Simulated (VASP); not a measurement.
Here is a VASP 6.6.1 calculation.

File INCAR:

```
SYSTEM = Au
PREC = Accurate
ENCUT = 520
EDIFF = 1E-6
ISMEAR = -1
SIGMA = 0.1
LREAL = .False.
LASPH = .True.
NELM = 80
ALGO = Normal
ISIF = 2
LWAVE = .False.
LCHARG = .False.
GGA = PS
NBANDS = 18
```

KPOINTS

```
Automatic mesh
0
Gamma
  13 13 7
  0 0 0
```

POSCAR

```
Au
1.0
    2.8739896303      0.0000000000      0.0000000000
   -1.4369948151      2.4889483561      0.0000000000
    0.0000000000      0.0000000000      4.8362308261
Au
2
Direct
    0.3333333333      0.6666666667      0.7500000000
    0.6666666667      0.3333333333      0.2500000000
```

Potentials or basis: VASP PAW PBE potentials, release 64 (Au).

Launch:

```console
$ cat potpaw_PBE.64/Au/POTCAR > POTCAR
$ mpirun -np 1 vasp_std > vasp.out
```

Question: Predict the pressure.

Answer: -2.9 GPa.

Question: Predict the band gap on the k mesh.

Answer: Zero (band 11 reaches 12.02 eV, above the bottom of band 12 at 6.55 eV).

Stress tensor (GPa, compression positive):
```
-2.74  0.00  0.00
 0.00 -2.74  0.00
 0.00  0.00 -3.32
```

Caveat: the PAW data sets were made with another functional, which shifts forces and pressure a little; spin-orbit coupling is left out, which moves the levels of the heavy elements.
